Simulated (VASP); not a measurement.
Here is a VASP 6.6.1 calculation.

Contents of INCAR:

```
SYSTEM = MgS
  ALGO = Normal
  EDIFF = 1E-6
  ENCUT = 520
  GGA = PE
  ISIF = 2
  ISMEAR = 0
  LASPH = .TRUE.
  LCHARG = .TRUE.
  LELF = .TRUE.
  LREAL = .FALSE.
  LVHAR = .TRUE.
  LWAVE = .FALSE.
  NBANDS = 11
  NELM = 60
  PREC = Accurate
  SIGMA = 0.02
```

KPOINTS

```
k-points
0
G
  8 8 8
  0 0 0
```

File POSCAR:

```
MgS
1.0
    0.0157804787      2.9374071957      2.9416852070
    2.9239215443      0.0262346916      2.9312309940
    2.9322792484      2.9353106869      0.0178769875
Mg S
1 1
Direct
    0.0059139746      0.0006547552      0.0588838444
    0.7440860254      0.7493452448      0.6911161556
```

Potentials or basis: VASP PAW PBE potentials, release 64 (Mg, S).

Command:

```bash
$ cat potpaw_PBE.64/Mg/POTCAR potpaw_PBE.64/S/POTCAR > POTCAR
$ mpirun -np 1 vasp_std > vasp.out
```

(1) Estimate the largest force.

(2) Predict the pressure.

Results:

(1) 3.047 eV/Å.

(2) 1.1 GPa.

Caveat: the cell differs from its parent crystal (atoms moved at random and the cell strained at random); forces of over 1 eV/Å act on the atoms, so gaps and moduli don't describe the material at rest.
